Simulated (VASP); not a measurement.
# As (P6_3/mmc) in VASP: further runs

Runs on As. Level: revPBE. Tasks: single point.

Everything below comes from runs of VASP 6.6.1. Logs are shortened: lines on timing, memory, paths and dates and some standing lists are left out, and cuts for length are marked.

## 1. The cell of the first run

Symmetry: P6_3/mmc, No. 194, hexagonal system. Conventional cell: a = 3.051 Å, b = 3.051 Å, c = 4.652 Å, α = 90.00°, β = 90.00°, γ = 120.00°. As (site symmetry -6m2) has 12 As at 2.92 to 3.05 Å within 3.8 Å.

## 2. Single point, revPBE (volume scaled by 0.96)

The input, INCAR:

```
SYSTEM = As
PREC     = Accurate       ! precision mode
ENCUT    = 520            ! plane-wave cutoff, eV
EDIFF    = 1E-6           ! SCF threshold, eV
ISMEAR   = -1             ! smearing method
SIGMA    = 0.1            ! smearing width, eV
LREAL    = .False.        ! projectors in reciprocal space
LASPH    = .True.         ! aspherical terms in the spheres
NELM     = 100            ! most SCF steps
ALGO     = Normal         ! electronic algorithm
ISIF     = 2              ! what is computed and relaxed
LWAVE    = .False.        ! write WAVECAR
LCHARG   = .False.        ! write CHGCAR
GGA      = RE             ! functional
NBANDS   = 12             ! bands
```

The input, KPOINTS:

```
regular mesh
0
Gamma
  13 13 8
  0 0 0
```

The input, POSCAR:

```
As
1.0
    3.0505416451      0.0000000000      0.0000000000
   -1.5252708225      2.6418465599      0.0000000000
    0.0000000000      0.0000000000      4.6518192452
As
2
Direct
    0.3333333333      0.6666666667      0.2500000000
    0.6666666667      0.3333333333      0.7500000000
```

Potentials or basis: VASP PAW PBE potentials, release 64 (As).

Command:

```
> cat potpaw_PBE.64/As/POTCAR > POTCAR
> mpirun -np 1 vasp_std > vasp.out
```

OUTCAR:

```text
SYSTEM = As
   PREC = Accurate
   ENCUT = 520
   EDIFF = 1E-6
   ISMEAR = -1
   LREAL = .False.
   LASPH = .True.
   NELM = 100
   ISIF = 2
   GGA = RE

 ion  position               nearest neighbor table
   1  0.333  0.667  0.250-   2 2.92   2 2.92   2 2.92   2 2.92   2 2.92   2 2.92
   2  0.667  0.333  0.750-   1 2.92   1 2.92   1 2.92   1 2.92   1 2.92   1 2.92

  LATTYP: Found a hexagonal cell.
 ALAT       =     3.0505416451
 C/A-ratio  =     1.5249158302

  Lattice vectors:

 A1 = (   3.0505416451,   0.0000000000,   0.0000000000)
 A2 = (  -1.5252708225,   2.6418465599,   0.0000000000)
 A3 = (   0.0000000000,   0.0000000000,   4.6518192452)

Analysis of symmetry for initial positions (statically):
=====================================================================
 Subroutine PRICEL returns:
 Original cell was already a primitive cell.

 Routine SETGRP: Setting up the symmetry group for a
 hexagonal supercell.

 Subroutine GETGRP returns: Found 24 space group operations
 (whereof 12 operations were pure point group operations)
 out of a pool of 24 trial point group operations.

The static configuration has the point symmetry D_3d.
 The point group associated with its full space group is D_6h.

Analysis of symmetry for dynamics (positions and initial velocities):
=====================================================================
 Subroutine PRICEL returns:
 Original cell was already a primitive cell.

 Routine SETGRP: Setting up the symmetry group for a
 hexagonal supercell.

 Subroutine GETGRP returns: Found 24 space group operations
 (whereof 12 operations were pure point group operations)
 out of a pool of 24 trial point group operations.

The dynamic configuration has the point symmetry D_3d.
 The point group associated with its full space group is D_6h.

 Subroutine INISYM returns: Found 24 space group operations
 (whereof 12 operations are pure point group operations),
 and found     1 'primitive' translations

----------------------------------------------------------------------------------------

                                     Primitive cell

  volume of cell :      37.4893

  direct lattice vectors                    reciprocal lattice vectors
     3.050541645  0.000000000  0.000000000     0.327810637  0.189261560  0.000000000
    -1.525270823  2.641846560  0.000000000     0.000000000  0.378523119  0.000000000
     0.000000000  0.000000000  4.651819245     0.000000000  0.000000000  0.214969660

  length of vectors
     3.050541645  3.050541645  4.651819245     0.378523119  0.378523119  0.214969660

  position of ions in fractional coordinates (direct lattice)
     0.333333333  0.666666667  0.250000000
     0.666666667  0.333333333  0.750000000

  ion indices of the primitive-cell ions
   primitive index   ion index
                 1           1
                 2           2

----------------------------------------------------------------------------------------

 KPOINTS: regular mesh

Automatic generation of k-mesh.
 Grid dimensions read from file:
 generate k-points for:   13   13    8

 Generating k-lattice:

  Cartesian coordinates                     Fractional coordinates (reciprocal lattice)
     0.025216203  0.014558582  0.000000000     0.076923077 -0.000000000  0.000000000
     0.000000000  0.029117163  0.000000000     0.000000000  0.076923077  0.000000000
     0.000000000  0.000000000  0.026871207     0.000000000  0.000000000  0.125000000

  Length of vectors
     0.029117163  0.029117163  0.026871207

  Shift w.r.t. Gamma in fractional coordinates (k-lattice)
     0.000000000  0.000000000  0.000000000

 Subroutine IBZKPT returns following result:
 ===========================================

 Found    105 irreducible k-points:

 Following reciprocal coordinates:
            Coordinates               Weight
  0.000000  0.000000  0.000000      1.000000
  0.076923 -0.000000  0.000000      6.000000
  0.153846 -0.000000  0.000000      6.000000
  0.230769 -0.000000  0.000000      6.000000
  0.307692 -0.000000  0.000000      6.000000
  0.384615 -0.000000  0.000000      6.000000
[... 16 lines left out ...]
  0.076923 -0.000000  0.125000     12.000000
  0.153846 -0.000000  0.125000     12.000000
 [... further k-points ...]
   k-points           NKPTS =    105   k-points in BZ     NKDIM =    105   number of bands    NBANDS=     12
   number of dos      NEDOS =    301   number of ions     NIONS =      2
   total plane-waves  NPLWV =  20736
   dimension x,y,z NGX =    24 NGY =   24 NGZ =   36
   dimension x,y,z NGXF=    48 NGYF=   48 NGZF=   72
   ions per type =               2
   NGX,Y,Z   is equivalent  to a cutoff of  13.08, 13.08, 12.87 a.u.
   NGXF,Y,Z  is equivalent  to a cutoff of  26.16, 26.16, 25.73 a.u.
 SYSTEM =  As
   PREC   = accura    normal or accurate (medium, high low for compatibility)
   ISTART =      0    job   : 0-new  1-cont  2-samecut
   ICHARG =      2    charge: 1-file 2-atom 10-const
   ISPIN  =      1    spin polarized calculation?
   LNONCOLLINEAR =      F non collinear calculations
   LSORBIT =      F    spin-orbit coupling
   LASPH  =      T    aspherical Exc in radial PAW
   ENCUT  =  520.0 eV  38.22 Ry    6.18 a.u.   5.67  5.67  8.65*2*pi/ulx,y,z
   NELM   =    100;   NELMIN=  2; NELMDL= -5     # of ELM steps
   EDIFF  = 0.1E-05   stopping-criterion for ELM
   LREAL  =      F    real-space projection
[... 7 lines left out ...]
   TEBEG  =    0.0;   TEEND  =   0.0 temperature during run
   PSTRESS=    0.0 pullay stress
   NELECT =      10.0000    total number of electrons
   NUPDOWN=      -1.0000    fix difference up-down
   EMIN   =  10.00;   EMAX   =-10.00  energy-range for DOS
   EFERMI =   0.00;   METHOD = LEGACY
   ISMEAR =    -1;   SIGMA  =   0.10  broadening in eV -4-tet -1-fermi 0-gaus
   EFERMI_NEDOS =   21; number of points for ismear=-14 and -15
   IALGO  =     38    algorithm
   IMIX   =      4    mixing-type and parameters
     AMIX     =   0.40;   BMIX     =  1.00
     AMIX_MAG =   1.60;   BMIX_MAG =  1.00
  volume/ion in A,a.u.               =      18.74       126.50
  Fermi-wavevector in a.u.,A,eV,Ry     =   1.053834  1.991458 15.110181  1.110567
  Thomas-Fermi vector in A             =   2.188971
   LORBIT       =      0    0 simple, 1 ext, 2 COOP (PROOUT), +10 PAW based schemes
   GGA     = RE    functional components
   LHFCALC =     F    Hartree Fock is set to
   AEXX    =    0.0000 exact exchange contribution
   IVDW    =     0    specifies the selected vdW correction
   LEPSILON=     F    determine dielectric tensor
   LRPA    =     F    only Hartree local field effects (RPA)
 non-spin polarized calculation
  energy-cutoff  :      520.00
  volume of cell :       37.49
 maximum number of plane-waves:      1023
 NGX is ok and might be reduce to    24
   NGX = 11   NGY = 11   NGZ = 17

 number of electron      10.0000000 magnetization

 number of electron       9.9999997 magnetization

 Free energy of the ion-electron system (eV)
  ---------------------------------------------------
  ext. energy  EPLUGINS =         0.00000000
  ---------------------------------------------------
  free energy    TOTEN  =        -7.66040202 eV

  energy without entropy =       -7.62234633  energy(sigma->0) =       -7.64137417

 E-fermi :   6.7533     XC(G=0): -10.8217

 val. band max:        6.7486206953   @ k =   0.0000   0.0000   0.5000
 cond. band min:       6.7598173018   @ k =   0.3077   0.0769   0.1250
 fundamental gap:      0.0111966065
 Fermi energy:         6.7533470862

 k-point     1 :       0.0000    0.0000    0.0000
  band No.  band energies     occupation
      1      -8.5051      2.00000
      2      -3.1958      2.00000
      3       0.0907      2.00000
      4      10.0176      0.00000
      5      10.0176      0.00000
      6      12.0417      0.00000
      7      12.0417      0.00000
      8      13.6491      0.00000
      9      15.2022      0.00000
     10      18.1266      0.00000
     11      18.6717      0.00000
     12      18.6717      0.00000

 k-point     2 :       0.0769   -0.0000    0.0000
  band No.  band energies     occupation
      1      -8.3864      2.00000
      2      -3.0988      2.00000
      3       0.2124      2.00000
      4       8.9163      0.00000
      5       9.6201      0.00000
      6      11.5168      0.00000
      7      12.1748      0.00000
      8      13.3928      0.00000
      9      15.8797      0.00000
     10      17.3674      0.00000
     11      18.8027      0.00000
     12      19.7187      0.00000

 k-point     3 :       0.1538   -0.0000    0.0000
  band No.  band energies     occupation
      1      -8.0320      2.00000
      2      -2.8186      2.00000
      3       0.5754      2.00000
      4       6.8432      0.57867
      5       8.8394      0.00000
      6      10.2037      0.00000
      7      12.1867      0.00000
      8      12.5931      0.00000
      9      15.1648      0.00000
     10      18.2642      0.00000
     11      18.9332      0.00000
     12      19.5192      0.00000

 k-point     4 :       0.2308   -0.0000    0.0000
  band No.  band energies     occupation
      1      -7.4477      2.00000
      2      -2.4001      2.00000
      3       1.1720      2.00000
      4       4.7221      2.00000
      5       8.0600      0.00000
      6       8.5845      0.00000
      7      11.2858      0.00000
      8      11.9107      0.00000
      9      13.7915      0.00000
     10      17.7474      0.00000
     11      18.6850      0.00000
     12      19.0245      0.00000

 k-point     5 :       0.3077   -0.0000    0.0000
  band No.  band energies     occupation
      1      -6.6484      2.00000
      2      -1.9876      2.00000
      3       1.9840      2.00000
      4       2.9263      2.00000
      5       6.8931      0.39629
      6       7.4193      0.00256
      7       9.6911      0.00000
      8      11.5328      0.00000
      9      12.7384      0.00000
     10      16.9545      0.00000
     11      18.0933      0.00000
     12      18.3650      0.00000
[... 228 lines left out ...]
      1      -3.5412      2.00000
      2      -2.6464      2.00000
      3       1.5075      2.00000
      4       4.0870      2.00000
      5       5.0695      2.00000
      6       5.2025      2.00000
      7       6.3263      1.97245
      8       6.4380      1.91810
      9      11.5594      0.00000
     10      19.7505      0.00000
     11      20.3003      0.00000
     12      22.5439      0.00000

 k-point    22 :       0.0000    0.0000    0.1250
  band No.  band energies     occupation
      1      -8.4012      2.00000
      2      -3.8064      2.00000
      3       0.8957      2.00000
      4      10.0923      0.00000
      5      10.0923      0.00000
      6      11.9779      0.00000
      7      11.9779      0.00000
      8      12.9221      0.00000
      9      15.3026      0.00000
     10      18.1613      0.00000
     11      18.3488      0.00000
     12      18.3488      0.00000

 k-point    23 :       0.0769   -0.0000    0.1250
  band No.  band energies     occupation
      1      -8.2827      2.00000
      2      -3.7027      2.00000
      3       1.0077      2.00000
      4       9.0039      0.00000
      5       9.7015      0.00000
      6      11.3715      0.00000
      7      12.0670      0.00000
      8      12.7974      0.00000
      9      15.9342      0.00000
     10      17.3480      0.00000
     11      18.4804      0.00000
     12      19.2160      0.00000

 k-point    24 :       0.1538   -0.0000    0.1250
  band No.  band energies     occupation
      1      -7.9287      2.00000
      2      -3.3998      2.00000
      3       1.3348      2.00000
      4       6.9518      0.24163
      5       8.9298      0.00000
      6       9.9306      0.00000
      7      11.9928      0.00000
      8      12.2781      0.00000
      9      15.2401      0.00000
     10      18.2384      0.00000
     11      18.5845      0.00000
     12      19.1113      0.00000

 [... further k-points ...]
[... 5 lines left out ...]
  --------------------------------------------------------------------------------------
  -------------------------------------------------------------------------------------
  Total        0.7920697      0.7920697      0.9816418      0.0000000      0.0000000      0.0000000
  in kB       33.8506180     33.8506180     41.9523474      0.0000000      0.0000000      0.0000000
  external PRESSURE =      36.5511945 kB  Pullay stress =       0.0000000 kB

 VOLUME and BASIS-vectors are now :
 -----------------------------------------------------------------------------
  energy-cutoff  :      520.00
  volume of cell :       37.49
      direct lattice vectors                 reciprocal lattice vectors
     3.050541645  0.000000000  0.000000000     0.327810637  0.189261560  0.000000000
    -1.525270823  2.641846560  0.000000000     0.000000000  0.378523119  0.000000000
     0.000000000  0.000000000  4.651819245     0.000000000  0.000000000  0.214969660

 POSITION                                       TOTAL-FORCE (eV/Angst)
 -----------------------------------------------------------------------------------
     -0.00000      1.76123      1.16295        -0.000000      0.000000      0.000000
      1.52527      0.88062      3.48886         0.000000     -0.000000      0.000000
 -----------------------------------------------------------------------------------
    total drift:                               -0.000000      0.000000     -0.000000

  FREE ENERGIE OF THE ION-ELECTRON SYSTEM (eV)
  ---------------------------------------------------
  free  energy   TOTEN  =        -7.6604020154 eV

  energy  without entropy=       -7.6223463279  energy(sigma->0) =       -7.64137417
```

It took 16 s on 1 thread of Intel Xeon Platinum 8488C (Sapphire Rapids), shared host; peak memory 0.17 GiB.

Results:

* Free energy: -7.6604 eV
* Pressure: 3.7 GPa
* Band gap on the k mesh: zero (band 5 reaches 11.05 eV, above the bottom of band 6 at 3.24 eV)

Levels at points of the mesh, in eV from the Fermi level:
```tsv
k point	band 2	band 3	band 4	band 5	band 6	band 7	band 8	band 9
(0.00, 0.00, 0.00)	-9.95	-6.66	3.26	3.26	5.29	5.29	6.90	8.45
(0.00, 0.00, 0.50)	-13.61	0.00	0.00	4.29	4.29	4.29	4.29	10.03
```

Caveat: the PAW data sets were made with another functional, which shifts forces and pressure a little.

(Part 1 of 2 ends here.)
